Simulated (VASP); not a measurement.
Wanted: the native input for a VASP 6.6.1 run.

```yaml
Task: electric field gradients
Functional: PBE
Potentials_or_basis: VASP PAW PBE potentials, release 64 (Na_pv, Cl)
Cutoff: 520 eV
k_mesh: 8 × 8 × 8
Occupations: fermi-dirac, width 0.02 eV
Spin: no spin polarisation
Dipole_correction: no
Further_INCAR_settings: ALGO = Normal; EDIFF = 1e-08; NBANDS = 14
```

The structure of NaCl lies in POSCAR:

```
NaCl
1.0
    2.8886000000      0.0000000000      0.0000000000
    0.0000000000      2.8886000000      0.0000000000
    0.0000000000      0.0000000000      2.8600000000
Na Cl
1 1
Direct
    0.0000000000      0.0000000000      0.0000000000
    0.5000000000      0.5000000000      0.5000000000
```

This cell differs from its parent crystal: equal xx and yy strain of +1 %.

One way to write it, as run:

INCAR

```
SYSTEM = NaCl
ALGO = Normal
EDIFF = 1E-8
ENCUT = 520
GGA = PE
ISIF = 2
ISMEAR = -1
LASPH = .TRUE.
LCHARG = .FALSE.
LEFG = .TRUE.
LREAL = .FALSE.
LWAVE = .FALSE.
NBANDS = 14
NELM = 60
PREC = Accurate
SIGMA = 0.02
```

KPOINTS

```
k-points
0
G
  8 8 8
  0 0 0
```

Potentials or basis: VASP PAW PBE potentials, release 64 (Na_pv, Cl).

Launch:

```sh
$ cat potpaw_PBE.64/Na_pv/POTCAR potpaw_PBE.64/Cl/POTCAR > POTCAR
$ mpirun -np 1 vasp_std > vasp.out
```

Results of the run:

```
Pressure               : 60.2 GPa
Band gap on the k mesh : 4.40 eV, direct
```

Caveat: the cell differs from its parent crystal (equal xx and yy strain of +1 %); without QUAD_EFG the Cq values of the log hold for a quadrupole moment of 1 mb, not for the nuclei.

It took 11 s on 1 thread of Intel(R) Xeon(R) Platinum 8488C (Sapphire Rapids) (shared host), peak memory 0.14 GiB.
